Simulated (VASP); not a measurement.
# In (C2/m) in VASP: further runs, part 2 of 2

VASP 6.6.1. The steps go on from the part before.

## 4. Single point, PBE

Contents of INCAR:

```
PREC = Accurate
ENCUT = 520
EDIFF = 1E-6
ISMEAR = -1
SIGMA = 0.1
LREAL = False
LASPH = True
NELM = 60
ALGO = Normal
ISIF = 2
LWAVE = False
LCHARG = False
GGA = PE
NBANDS = 12
```

Contents of KPOINTS:

```
regular mesh
0
Gamma
  4 4 5
```

Contents of POSCAR:

```
In
1.0
   -1.6482197047      1.6973406184      2.5249789927
    1.6973406184     -1.6482197047      2.5249789927
    1.6043570008      1.6043570008     -2.4927016059
In
1
Direct
    0.0000000000      0.0000000000      0.0000000000
```

Potentials or basis: VASP PAW PBE potentials, release 64 (In_d).

Launch:

```console
$ cat potpaw_PBE.64/In_d/POTCAR > POTCAR
$ mpirun -np 1 vasp_std > vasp.out
```

OUTCAR:

```text
PREC = Accurate
   ENCUT = 520
   EDIFF = 1E-6
   ISMEAR = -1
   LREAL = False
   LASPH = True
   NELM = 60
   ISIF = 2
   GGA = PE

 ion  position               nearest neighbor table
   1  0.000  0.000  0.000-

  Warning from LATTYP: Got some problem with cell dimensions!
  Tried to take original basis but could not verify dimensions!
  LATTYP: Found a base centered monoclinic cell.
 ALAT       =     4.6077265532
 B/A-ratio  =     1.0268267285
 C/A-ratio  =     0.7315277982
 COS(beta)  =    -0.6627023839

  Lattice vectors:

 A1 = (   0.0438627039,  -3.3016976192,  -0.0322773868)
 A2 = (  -3.3016976192,   0.0438627039,  -0.0322773868)
 A3 = (   1.6043570008,   1.6043570008,  -2.4927016059)

Analysis of symmetry for initial positions (statically):
=====================================================================
 Subroutine PRICEL returns:
 Original cell was already a primitive cell.

 Routine SETGRP: Setting up the symmetry group for a
 base centered monoclinic supercell.

 Subroutine GETGRP returns: Found  4 space group operations
 (whereof  4 operations were pure point group operations)
 out of a pool of  4 trial point group operations.

The static configuration has the point symmetry C_2h.

Analysis of symmetry for dynamics (positions and initial velocities):
=====================================================================
 Subroutine PRICEL returns:
 Original cell was already a primitive cell.

 Routine SETGRP: Setting up the symmetry group for a
 base centered monoclinic supercell.

 Subroutine GETGRP returns: Found  4 space group operations
 (whereof  4 operations were pure point group operations)
 out of a pool of  4 trial point group operations.

The dynamic configuration has the point symmetry C_2h.

 Subroutine INISYM returns: Found  4 space group operations
 (whereof  4 operations are pure point group operations),
[... 118 lines left out ...]
   LORBIT       =      0    0 simple, 1 ext, 2 COOP (PROOUT), +10 PAW based schemes
   GGA     = PE    functional components
   LHFCALC =     F    Hartree Fock is set to
   AEXX    =    0.0000 exact exchange contribution
   IVDW    =     0    specifies the selected vdW correction
   LEPSILON=     F    determine dielectric tensor
   LRPA    =     F    only Hartree local field effects (RPA)
 non-spin polarized calculation
  energy-cutoff  :      520.00
  volume of cell :       27.52
 maximum number of plane-waves:       753
 NGX is ok and might be reduce to    28
   NGX = 13   NGY = 13   NGZ = 13

 number of electron      12.9999999 magnetization

 Free energy of the ion-electron system (eV)
  ---------------------------------------------------
  ext. energy  EPLUGINS =         0.00000000
  ---------------------------------------------------
  free energy    TOTEN  =        -2.50217544 eV

  energy without entropy =       -2.48839699  energy(sigma->0) =       -2.49528622

 E-fermi :   6.9730     XC(G=0): -10.0167

 val. band max:        6.8846610838   @ k =   0.2500   0.2500   0.2000
 cond. band min:       7.1418480200   @ k =   0.2500   0.2500   0.2000
 fundamental gap:      0.2571869362
 Fermi energy:         6.9729786480

 k-point     1 :       0.0000    0.0000    0.0000
  band No.  band energies     occupation
      1      -7.6949      2.00000
      2      -7.6226      2.00000
      3      -7.5861      2.00000
      4      -7.5419      2.00000
      5      -7.4338      2.00000
      6      -2.2428      2.00000
      7      16.7568      0.00000
      8      17.0170      0.00000
      9      17.4768      0.00000
     10      18.5279      0.00000
     11      20.2264      0.00000
     12      20.5592      0.00000
[... 331 lines left out ...]
 k-point    24 :      -0.2500    0.2500    0.4000
  band No.  band energies     occupation
      1      -7.6627      2.00000
      2      -7.5879      2.00000
      3      -7.5399      2.00000
      4      -7.4353      2.00000
      5      -7.3632      2.00000
      6       4.1584      2.00000
      7       6.5196      1.97875
      8       6.8307      1.61161
      9      11.0602      0.00000
     10      18.7966      0.00000
     11      20.8409      0.00000
     12      21.6780      0.00000

 [... further k-points ...]

------------------------ aborting loop because EDIFF is reached ----------------------------------------

  FORCE on cell =-STRESS in cart. coord.  units (eV):
  Direction    XX          YY          ZZ          XY          YZ          ZX
  --------------------------------------------------------------------------------------
  -------------------------------------------------------------------------------------
  Total       -0.0784085     -0.0784085      0.0543524     -0.3063001      0.3259910      0.3259910
  in kB       -4.5656419     -4.5656419      3.1648798    -17.8355198     18.9820978     18.9820979
  external PRESSURE =      -1.9888013 kB  Pullay stress =       0.0000000 kB

 VOLUME and BASIS-vectors are now :
 -----------------------------------------------------------------------------
  energy-cutoff  :      520.00
  volume of cell :       27.52
      direct lattice vectors                 reciprocal lattice vectors
    -1.648219705  1.697340618  2.524978993     0.002091654  0.300995246  0.195073325
     1.697340618 -1.648219705  2.524978993     0.300995246  0.002091654  0.195073325
     1.604357001  1.604357001 -2.492701606     0.307011499  0.307011499 -0.005972598

 POSITION                                       TOTAL-FORCE (eV/Angst)
 -----------------------------------------------------------------------------------
      0.00000      0.00000      0.00000         0.000000      0.000000      0.000000
 -----------------------------------------------------------------------------------
    total drift:                               -0.000000     -0.000000     -0.000000

  FREE ENERGIE OF THE ION-ELECTRON SYSTEM (eV)
  ---------------------------------------------------
  free  energy   TOTEN  =        -2.5021754439 eV

  energy  without entropy=       -2.4883969879  energy(sigma->0) =       -2.49528622
```

OSZICAR:

```text
N       E                     dE             d eps       ncg     rms          rms(c)
DAV:   1     0.784000346238E+02    0.78400E+02   -0.63931E+03   648   0.137E+03
DAV:   2     0.115811063819E+01   -0.77242E+02   -0.75683E+02   688   0.289E+02
DAV:   3    -0.244767912777E+01   -0.36058E+01   -0.35979E+01   804   0.633E+01
DAV:   4    -0.252393024170E+01   -0.76251E-01   -0.76233E-01   804   0.921E+00
DAV:   5    -0.252655814653E+01   -0.26279E-02   -0.26278E-02   896   0.147E+00    0.206E+00
DAV:   6    -0.250604866101E+01    0.20509E-01   -0.34153E-02   816   0.368E+00    0.102E+00
DAV:   7    -0.250234038616E+01    0.37083E-02   -0.11076E-02   836   0.193E+00    0.238E-01
DAV:   8    -0.250216667531E+01    0.17371E-03   -0.89995E-04   856   0.495E-01    0.327E-02
DAV:   9    -0.250217481042E+01   -0.81351E-05   -0.18466E-05   928   0.533E-02    0.132E-02
DAV:  10    -0.250217544394E+01   -0.63352E-06   -0.90449E-07   556   0.106E-02
   1 F= -.25021754E+01 E0= -.24952862E+01  d E =-.137785E-01
```

stdout:

```text
POSCAR found type information on POSCAR In
 POSCAR found :  1 types and       1 ions
 scaLAPACK will be used
 LDA part: xc-table for (Slater+PW92), standard interpolation
 POSCAR, INCAR and KPOINTS ok, starting setup
 FFT: planning ... GRIDC
 FFT: planning ... GRID_SOFT
 FFT: planning ... GRID
 WAVECAR not read
 entering main loop
```

Wall time 15 s (1 thread of Intel Xeon 8259CL, shared host); peak memory 0.15 GiB.

What came out:

| Item | Value |
| --- | --- |
| Free energy | -2.5022 eV |
| Pressure | -0.2 GPa |
| Band gap on the k mesh | zero (an odd number of electrons rules out a gap without spin polarisation) |

Stress tensor (GPa, compression positive):
```
-0.46 -1.78  1.90
-1.78 -0.46  1.90
 1.90  1.90  0.32
```

Levels at points of the mesh, in eV from the Fermi level:
| k point | band 3 | band 4 | band 5 | band 6 | band 7 | band 8 | band 9 | band 10 |
| --- | --- | --- | --- | --- | --- | --- | --- | --- |
| (0.00, 0.00, 0.00) | -14.56 | -14.51 | -14.41 | -9.22 | 9.78 | 10.04 | 10.50 | 11.55 |
| (0.50, 0.00, 0.00) | -14.56 | -14.35 | -14.31 | -4.43 | -3.21 | 7.40 | 8.85 | 11.19 |
| (0.50, 0.50, 0.00) | -14.34 | -14.33 | -14.23 | -1.98 | -1.94 | 3.37 | 4.25 | 6.74 |

Caveat: the k points lie up to 0.55 Å⁻¹ apart, too coarse for converged energies and pressures of a metal; spin-orbit coupling is left out, which moves the levels of the heavy elements.

## 5. Single point, PBE

Contents of INCAR:

```
SYSTEM = In
  PREC = Accurate
  ENCUT = 520
  EDIFF = 1E-6
  ISMEAR = -1
  SIGMA = 0.1
  LREAL = .False.
  LASPH = .True.
  NELM = 80
  ALGO = Normal
  ISIF = 2
  LWAVE = .False.
  LCHARG = .False.
  GGA = PE
  NBANDS = 12
```

Contents of KPOINTS:

```
Automatic mesh
0
Gamma
  6 6 7
  0 0 0
```

POSCAR is that of step 4.

Launch:

```console
$ cat potpaw_PBE.64/In_d/POTCAR > POTCAR
$ mpirun -np 1 vasp_std > vasp.out
```

It took 37 s on 1 thread of Intel Xeon 8259CL, shared host; peak memory 0.17 GiB.

Results (log left out):

- Free energy: -2.5748 eV
- Pressure: -0.1 GPa
- Band gap on the k mesh: zero (an odd number of electrons rules out a gap without spin polarisation)

Stress tensor (GPa, compression positive):
```
-0.81  0.20 -0.55
 0.20 -0.81 -0.55
-0.55 -0.55  1.42
```

Levels at points of the mesh, in eV from the Fermi level:
| k point | band 4 | band 5 | band 6 | band 7 | band 8 | band 9 |
| --- | --- | --- | --- | --- | --- | --- |
| (0.00, 0.00, 0.00) | -14.54 | -14.45 | -9.26 | 9.74 | 9.99 | 10.46 |
| (0.50, 0.00, 0.00) | -14.39 | -14.34 | -4.47 | -3.26 | 7.36 | 8.80 |
| (0.50, 0.50, 0.00) | -14.37 | -14.28 | -2.02 | -1.99 | 3.32 | 4.21 |

Caveat: the k points lie up to 0.38 Å⁻¹ apart, too coarse for converged energies and pressures of a metal; spin-orbit coupling is left out, which moves the levels of the heavy elements.

## 6. The runs side by side

| k mesh | gap on the mesh (eV) | pressure (GPa) |
| --- | --- | --- |
| 2 × 2 × 2 | none | -3.8 |
| 3 × 3 × 4 | none | 0.6 |
| 4 × 4 × 5 | none | -0.2 |
| 6 × 6 × 7 | none | -0.1 |

Alike in all rows: task single point; level PBE; potentials or basis VASP PAW PBE potentials, release 64 (In_d); no spin polarisation; cell as given; cutoff (eV) 520; smearing fermi-dirac 0.1 eV.

Caveats: all runs use coarse meshes; spin-orbit coupling is left out, which moves the levels of the heavy elements.

Total energies depend on the potentials used, so only differences within one code and one set of settings carry meaning.

The gap in the log of VASP goes by the Fermi energy; the results here count the filled bands.